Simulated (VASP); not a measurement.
Here is a VASP 6.6.1 calculation.

INCAR

```
SYSTEM = Sc
PREC = Accurate
ENCUT = 520
EDIFF = 1E-6
ISMEAR = 0
SIGMA = 0.15
LREAL = .False.
LASPH = .True.
NELM = 100
ALGO = Normal
ISIF = 2
LWAVE = .False.
LCHARG = .True.
GGA = PS
LELF = .True.
LVHAR = .True.
NBANDS = 12
```

File KPOINTS:

```
Automatic mesh
0
Gamma
  18 18 18
  0 0 0
```

File POSCAR:

```
Sc
1.0
    0.0000000000      2.3045575000      2.2705000000
    2.3045575000      0.0000000000      2.2705000000
    2.3045575000      2.3045575000      0.0000000000
Sc
1
Direct
    0.0000000000      0.0000000000      0.0000000000
```

Potentials or basis: VASP PAW PBE potentials, release 64 (Sc_sv).

Run with:

```console
$ cat potpaw_PBE.64/Sc_sv/POTCAR > POTCAR
$ mpirun -np 1 vasp_std > vasp.out
```

Estimate the band gap on the k mesh.

zero (an odd number of electrons rules out a gap without spin polarisation).

Estimate the pressure.

-1.1 GPa.

Stress tensor (GPa, compression positive):
```
-1.24  0.00  0.00
 0.00 -1.24  0.00
 0.00  0.00 -0.83
```

Caveat: the cell differs from its parent crystal (strain +0.015 along x and y, +0.000 along z); the PAW data sets were made with another functional, which shifts forces and pressure a little.
